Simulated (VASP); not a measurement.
# Ta (Im-3m) in VASP: single point with PBE+D3(BJ)

Aim: the single point of Ta with PBE+D3(BJ).

All numbers are computed with VASP 6.6.1; they aren't measurements. Logs are shortened: lines on timing, memory, paths and dates and some standing lists are left out, and cuts for length are marked.

## (1) The cell of the first run

The structure is cubic, space group Im-3m (No. 229). The conventional cell has a = 3.303 Å, b = 3.303 Å, c = 3.303 Å, α = 90.00°, β = 90.00°, γ = 90.00°. Ta (site symmetry m-3m) has 14 Ta at 2.86 to 3.30 Å within 3.8 Å.

## (2) Single point, PBE+D3(BJ)

File INCAR:

```
PREC = Accurate
ENCUT = 500
EDIFF = 1E-6
ISMEAR = -1
SIGMA = 0.1
LREAL = F
LASPH = T
NELM = 120
ALGO = Normal
ISIF = 2
LWAVE = F
LCHARG = F
GGA = PE
IVDW = 12
NBANDS = 78
GGA_COMPAT = F
```

File KPOINTS:

```
regular mesh
0
Gamma
  2 3 3
```

File POSCAR:

```
Ta
1.0
   -4.9538400000      4.9538400000      4.9538400000
    3.3025600000     -3.3025600000      3.3025600000
    3.3025600000      3.3025600000     -3.3025600000
Ta
12
Direct
    0.0000000000      0.0000000000      0.0000000000
    0.0000000000      0.0000000000      0.5000000000
    0.0000000000      0.5000000000      0.0000000000
    0.0000000000      0.5000000000      0.5000000000
    0.3333333333      0.0000000000      0.0000000000
    0.3333333333      0.0000000000      0.5000000000
    0.3333333333      0.5000000000      0.0000000000
    0.3333333333      0.5000000000      0.5000000000
    0.6666666667      0.0000000000      0.0000000000
    0.6666666667      0.0000000000      0.5000000000
    0.6666666667      0.5000000000      0.0000000000
    0.6666666667      0.5000000000      0.5000000000
```

Potentials or basis: VASP PAW PBE potentials, release 64 (Ta_pv).

The run is started by

```sh
> cat potpaw_PBE.64/Ta_pv/POTCAR > POTCAR
> mpirun -np 1 vasp_std > vasp.out
```

OUTCAR:

```text
PREC = Accurate
   ENCUT = 500
   EDIFF = 1E-6
   ISMEAR = -1
   LREAL = F
   LASPH = T
   NELM = 120
   ISIF = 2
   GGA = PE
   IVDW = 12
 IVDW          = 12

 ion  position               nearest neighbor table
   1  0.000  0.000  0.000-   5 2.86   9 2.86   8 2.86  12 2.86   2 2.86   2 2.86   3 2.86   3 2.86
                            10 3.30   7 3.30  11 3.30   6 3.30   4 3.30   4 3.30
   2  0.000  0.000  0.500-   6 2.86  10 2.86   7 2.86  11 2.86   1 2.86   1 2.86   4 2.86   4 2.86
                             9 3.30   5 3.30  12 3.30   8 3.30   3 3.30   3 3.30
   3  0.000  0.500  0.000-   7 2.86  11 2.86   6 2.86  10 2.86   1 2.86   4 2.86   1 2.86   4 2.86
                            12 3.30   5 3.30   9 3.30   8 3.30   2 3.30   2 3.30
   4  0.000  0.500  0.500-   8 2.86  12 2.86   5 2.86   9 2.86   2 2.86   3 2.86   2 2.86   3 2.86
                            11 3.30   7 3.30  10 3.30   6 3.30   1 3.30   1 3.30
   5  0.333  0.000  0.000-   1 2.86   4 2.86   7 2.86   6 2.86   7 2.86   6 2.86  12 2.86   9 2.86
                             2 3.30   3 3.30   8 3.30   8 3.30  11 3.30  10 3.30
   6  0.333  0.000  0.500-   2 2.86   3 2.86   8 2.86   5 2.86   8 2.86   5 2.86  11 2.86  10 2.86
                             1 3.30   4 3.30   7 3.30   7 3.30   9 3.30  12 3.30
   7  0.333  0.500  0.000-   3 2.86   2 2.86   8 2.86   8 2.86   5 2.86   5 2.86  10 2.86  11 2.86
                             4 3.30   1 3.30   6 3.30   6 3.30   9 3.30  12 3.30
   8  0.333  0.500  0.500-   4 2.86   1 2.86   7 2.86   7 2.86   6 2.86   6 2.86   9 2.86  12 2.86
                             3 3.30   2 3.30   5 3.30   5 3.30  11 3.30  10 3.30
   9  0.667  0.000  0.000-   1 2.86   4 2.86  10 2.86  11 2.86  10 2.86  11 2.86   8 2.86   5 2.86
                             3 3.30   2 3.30  12 3.30  12 3.30   7 3.30   6 3.30
  10  0.667  0.000  0.500-   2 2.86   3 2.86   9 2.86  12 2.86   9 2.86  12 2.86   7 2.86   6 2.86
                             1 3.30   4 3.30  11 3.30  11 3.30   8 3.30   5 3.30
  11  0.667  0.500  0.000-   3 2.86   2 2.86   9 2.86  12 2.86  12 2.86   9 2.86   6 2.86   7 2.86
                             1 3.30   4 3.30  10 3.30  10 3.30   5 3.30   8 3.30
  12  0.667  0.500  0.500-   4 2.86   1 2.86  10 2.86  11 2.86  11 2.86  10 2.86   5 2.86   8 2.86
                             3 3.30   2 3.30   9 3.30   9 3.30   6 3.30   7 3.30

  LATTYP: Found a base centered monoclinic cell.
 ALAT       =     6.6051200000
 B/A-ratio  =     1.4142135624
 C/A-ratio  =     1.0897247359
 COS(beta)  =    -0.2294157339

  Lattice vectors:

 A1 = (  -3.3025600000,   3.3025600000,  -3.3025600000)
 A2 = (  -3.3025600000,  -3.3025600000,   3.3025600000)
 A3 = (   1.6512800000,   4.9538400000,   4.9538400000)

Analysis of symmetry for initial positions (statically):
=====================================================================
 Subroutine PRICEL returns following result:

  LATTYP: Found a body centered cubic cell.
 ALAT       =     3.3025600000

  Lattice vectors:

 A1 = (  -1.6512799998,   1.6512799998,   1.6512799998)
[... 156 lines left out ...]
     AMIX_MAG =   1.60;   BMIX_MAG =  1.00
  volume/ion in A,a.u.               =      18.01       121.54
  Fermi-wavevector in a.u.,A,eV,Ry     =   1.388988  2.624806 26.249534  1.929286
  Thomas-Fermi vector in A             =   2.513061
   LORBIT       =      0    0 simple, 1 ext, 2 COOP (PROOUT), +10 PAW based schemes
   GGA     = PE    functional components
   LHFCALC =     F    Hartree Fock is set to
   AEXX    =    0.0000 exact exchange contribution
   IVDW    =    12    specifies the selected vdW correction
   LEPSILON=     F    determine dielectric tensor
   LRPA    =     F    only Hartree local field effects (RPA)
 non-spin polarized calculation
  energy-cutoff  :      500.00
  volume of cell :      216.12
 maximum number of plane-waves:      5515
 NGX is ok and might be reduce to    64
   NGX = 31   NGY = 21   NGZ = 21

 number of electron     132.0000020 magnetization

 Free energy of the ion-electron system (eV)
  ---------------------------------------------------
  ext. energy  EPLUGINS =         0.00000000
  ---------------------------------------------------
  free energy    TOTEN  =      -141.25973688 eV

  energy without entropy =     -140.36647083  energy(sigma->0) =     -140.81310386

 E-fermi :   5.4591     XC(G=0): -12.6208

 val. band max:        5.4284669510   @ k =   0.5000   0.3333   0.0000
 cond. band min:       5.4848714176   @ k =   0.0000  -0.3333   0.3333
 fundamental gap:      0.0564044665
 Fermi energy:         5.4590714423

 k-point     1 :       0.0000    0.0000    0.0000
  band No.  band energies     occupation
      1     -28.7686      2.00000
      2     -28.7686      2.00000
      3     -28.7686      2.00000
      4     -28.6248      2.00000
      5     -28.6248      2.00000
      6     -28.6248      2.00000
[... 637 lines left out ...]
     77       7.5745      0.00000
     78       7.5745      0.00000

------------------------ aborting loop because EDIFF is reached ----------------------------------------

 Edisp (eV)   -7.94964

 E8    (eV) :    -4.1623

  FORCE on cell =-STRESS in cart. coord.  units (eV):
  Direction    XX          YY          ZZ          XY          YZ          ZX
  --------------------------------------------------------------------------------------
  -------------------------------------------------------------------------------------
  Total      -1.53264    -1.53266    -1.53266    -0.00032     0.00049    -0.00032
  in kB     -11.36180   -11.36194   -11.36194    -0.00237     0.00364    -0.00237
  external pressure =      -11.36 kB  Pullay stress =        0.00 kB

 VOLUME and BASIS-vectors are now :
 -----------------------------------------------------------------------------
  energy-cutoff  :      500.00
  volume of cell :      216.12
      direct lattice vectors                 reciprocal lattice vectors
    -4.953840000  4.953840000  4.953840000     0.000000000  0.100931802  0.100931802
     3.302560000 -3.302560000  3.302560000     0.151397704  0.000000000  0.151397704
     3.302560000  3.302560000 -3.302560000     0.151397704  0.151397704  0.000000000

 POSITION                                       TOTAL-FORCE (eV/Angst)
 -----------------------------------------------------------------------------------
      0.00000      0.00000      0.00000         0.000000      0.000000      0.000000
      1.65128      1.65128     -1.65128         0.000000     -0.000000      0.000000
      1.65128     -1.65128      1.65128         0.000000     -0.000000     -0.000000
      3.30256      0.00000      0.00000         0.000000      0.000000      0.000000
     -1.65128      1.65128      1.65128        -0.000000      0.000000      0.000000
      0.00000      3.30256     -0.00000        -0.000000      0.000000      0.000000
      0.00000     -0.00000      3.30256        -0.000000      0.000000      0.000000
      1.65128      1.65128      1.65128        -0.000000      0.000000     -0.000000
     -3.30256      3.30256      3.30256         0.000000     -0.000000     -0.000000
     -1.65128      4.95384      1.65128         0.000000     -0.000000     -0.000000
     -1.65128      1.65128      4.95384         0.000000     -0.000000     -0.000000
     -0.00000      3.30256      3.30256         0.000000     -0.000000     -0.000000
 -----------------------------------------------------------------------------------
    total drift:                               -0.000000      0.000000      0.000000

  FREE ENERGIE OF THE ION-ELECTRON SYSTEM (eV)
  ---------------------------------------------------
  free  energy   TOTEN  =      -149.2093726044 eV

  energy  without entropy=     -148.3161065523  energy(sigma->0) =     -148.76273958
```

OSZICAR:

```text
N       E                     dE             d eps       ncg     rms          rms(c)
DAV:   1     0.143105865079E+04    0.14311E+04   -0.71065E+04  1256   0.172E+03
DAV:   2    -0.652360719735E+02   -0.14963E+04   -0.14637E+04  1320   0.533E+02
DAV:   3    -0.144279369594E+03   -0.79043E+02   -0.74689E+02  1552   0.102E+02
DAV:   4    -0.146893710960E+03   -0.26143E+01   -0.25377E+01  1480   0.162E+01
DAV:   5    -0.146992393481E+03   -0.98683E-01   -0.98365E-01  1596   0.255E+00    0.464E+01
DAV:   6    -0.142573273666E+03    0.44191E+01   -0.50988E+00  1390   0.109E+01    0.228E+01
DAV:   7    -0.141272629314E+03    0.13006E+01   -0.44238E+00  1432   0.961E+00    0.130E+00
DAV:   8    -0.141259896621E+03    0.12733E-01   -0.12660E-01  1420   0.163E+00    0.514E-01
DAV:   9    -0.141259835311E+03    0.61310E-04   -0.45422E-03  1584   0.264E-01    0.117E-01
DAV:  10    -0.141259746092E+03    0.89219E-04   -0.42153E-04  1474   0.102E-01    0.538E-02
DAV:  11    -0.141259737988E+03    0.81038E-05   -0.38366E-05  1480   0.302E-02    0.310E-03
DAV:  12    -0.141259736407E+03    0.15815E-05   -0.64584E-07   912   0.399E-03    0.227E-03
DAV:  13    -0.141259736882E+03   -0.47463E-06   -0.10588E-07   864   0.151E-03
   1 F= -.14920937E+03 E0= -.14876274E+03  d E =-.893266E+00
```

stdout:

```text
POSCAR found type information on POSCAR Ta
 POSCAR found :  1 types and      12 ions
 scaLAPACK will be used
 LDA part: xc-table for (Slater+PW92), standard interpolation
 -----------------------------------------------------------------------------
|                                                                             |
|           W    W    AA    RRRRR   N    N  II  N    N   GGGG   !!!           |
|           W    W   A  A   R    R  NN   N  II  NN   N  G    G  !!!           |
|           W    W  A    A  R    R  N N  N  II  N N  N  G       !!!           |
|           W WW W  AAAAAA  RRRRR   N  N N  II  N  N N  G  GGG   !            |
|           WW  WW  A    A  R   R   N   NN  II  N   NN  G    G                |
|           W    W  A    A  R    R  N    N  II  N    N   GGGG   !!!           |
|                                                                             |
|     Your reciprocal lattice and k-lattice belong to different lattice       |
|     classes:                                                                |
|                                                                             |
|        The reciprocal lattice is base-centered monoclinic,                  |
|        whereas your k-lattice is face-centered cubic.                       |
|                                                                             |
|     Results are often still useful ...                                      |
|                                                                             |
 -----------------------------------------------------------------------------

 POSCAR, INCAR and KPOINTS ok, starting setup
 FFT: planning ... GRIDC
 FFT: planning ... GRID_SOFT
 FFT: planning ... GRID
 WAVECAR not read
 entering main loop
```

Run time: 3.5 min. Hardware: 1 thread of Intel Xeon Platinum 8259CL at 2.50GHz (Skylake/Cascade Lake), shared host; peak memory 0.36 GiB.

What came out:

* Free energy: -149.2094 eV
* Pressure: -1.1 GPa
* Band gap on the k mesh: zero (bands 66 and 67 overlap by 1.05 eV)
* Dispersion energy per atom: -0.662 eV

Caveat: the k points lie up to 0.45 Å⁻¹ apart, too coarse for converged energies and pressures of a metal; three body term missing; spin-orbit coupling is left out, which moves the levels of the heavy elements.

The gap in the log of VASP goes by the Fermi energy; the results here count the filled bands.